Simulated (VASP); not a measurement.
Wanted: the native input for a VASP 6.6.1 run.

* Task: single point
* Functional: PBEsol
* Potentials or basis: VASP PAW PBE potentials, release 64 (Te, Pb_d, I)
* Cutoff: 520 eV
* k mesh: 4 × 4 × 4
* Occupations: fermi-dirac, width 0.03 eV
* Spin: no spin polarisation
* Dipole correction: no
* Further INCAR settings: ALGO = Normal; EDIFF = 1e-07; NBANDS = 41

The structure of TePbI6 lies in POSCAR:

```
TePbI6
1.0
    0.0000000000      6.0309738985      6.0309738985
    6.0309738985      0.0000000000      6.0309738985
    6.0309738985      6.0309738985      0.0000000000
Te Pb I
1 1 6
Direct
    0.5000000000      0.5000000000      0.5000000000
    0.0000000000      0.0000000000      0.0000000000
    0.7430884957      0.2569115043      0.2569115043
    0.2569115043      0.7430884957      0.7430884957
    0.2569115043      0.7430884957      0.2569115043
    0.7430884957      0.2569115043      0.7430884957
    0.2569115043      0.2569115043      0.7430884957
    0.7430884957      0.7430884957      0.2569115043
```

One way to write it, as run:

INCAR

```
PREC = Accurate ; ENCUT = 520
EDIFF = 1E-7 ; ISMEAR = -1
SIGMA = 0.03 ; LREAL = F
LASPH = T ; NELM = 80
ALGO = Normal ; ISIF = 2
LWAVE = F ; LCHARG = T
GGA = PS ; LELF = T
LVHAR = T ; NBANDS = 41
```

KPOINTS

```
Automatic mesh
0
Gamma
  4 4 4
```

Potentials or basis: VASP PAW PBE potentials, release 64 (Te, Pb_d, I).

The run is started by

```bash
$ cat potpaw_PBE.64/Te/POTCAR potpaw_PBE.64/Pb_d/POTCAR potpaw_PBE.64/I/POTCAR > POTCAR
$ mpirun -np 1 vasp_std > vasp.out
```

It gave:

```
Pressure               : 0.0 GPa
Band gap on the k mesh : zero (filled and empty bands touch)
```

Caveat: the PAW data sets were made with another functional, which shifts forces and pressure a little; spin-orbit coupling is left out, which moves the levels of the heavy elements.

Run time: 2.9 min on 1 thread of AMD EPYC 9R45 96-Core Processor (Zen 5) (shared host), peak memory 0.61 GiB.
